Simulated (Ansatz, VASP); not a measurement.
**Se in VASP and in Ansatz**

File INCAR:

```
PREC = Accurate
ENCUT = 520
EDIFF = 1E-6
ISMEAR = -1
SIGMA = 0.1
LREAL = F
LASPH = T
NELM = 60
ALGO = Normal
ISIF = 2
LWAVE = F
LCHARG = F
GGA = CA
NBANDS = 9
```

The input KPOINTS:

```
regular mesh
0
Gamma
  15 15 15
```

POSCAR

```
Se
1.0
   -1.6324541267      1.6324541267      1.6324541267
    1.6324541267     -1.6324541267      1.6324541267
    1.6324541267      1.6324541267     -1.6324541267
Se
1
Direct
    0.0000000000      0.0000000000      0.0000000000
```

Input for Ansatz:

```yaml
crystal:
  lattice:
    - [-1.6324541267, 1.6324541267, 1.6324541267]
    - [1.6324541267, -1.6324541267, 1.6324541267]
    - [1.6324541267, 1.6324541267, -1.6324541267]
  atoms:
    - { symbol: Se, position: [0.0, 0.0, 0.0] }
hamiltonian:
  xc: lda
  pseudopotentials:
    kind: paw
    azcp:
      Se: "pseudopotentials/Se.paw.azcp"
basis:
  ecutwfc: 420
  fft_grid_basis: typed
kpoints:
  mp_grid: { grid: [15, 15, 15], shift: [0, 0, 0] }
magnetization:
  spin_polarized: false
scf:
  occupations: { method: fermi_dirac, width: 0.1 }
  lower_state_search: "off"
output:
  stress: true
  write_density: true
  write_potential: true
  elf: true
  volumetric_format: npy
```

Alike in both runs: task single point; functional LDA; k mesh 15 × 15 × 15; occupations fermi-dirac, width 0.1 eV; no spin polarisation.

|  | VASP | Ansatz |
| --- | --- | --- |
| version | VASP 6.6.1 | Ansatz 0.2.0 |
| potentials or method | VASP PAW LDA potentials, release 64 (Se), cutoff 520 eV | plane waves (420 eV) with PAW, scalar-relativistic |
| valence electrons in the cell | 6 | 16 |

Ansatz gave:

```
pressure (GPa) : 9.5
```

Question: What did VASP give for the same quantities?

Answer: Pressure (GPa): 9.7.

Ansatz warns that its potentials were made for another functional, while VASP's fit it. LDA's correlation is that of Perdew and Zunger in VASP and of Perdew and Wang (1992) in Ansatz. VASP's potentials hold 6 valence electrons a cell and Ansatz's 16, so a difference there can come from the potentials and not from the codes.
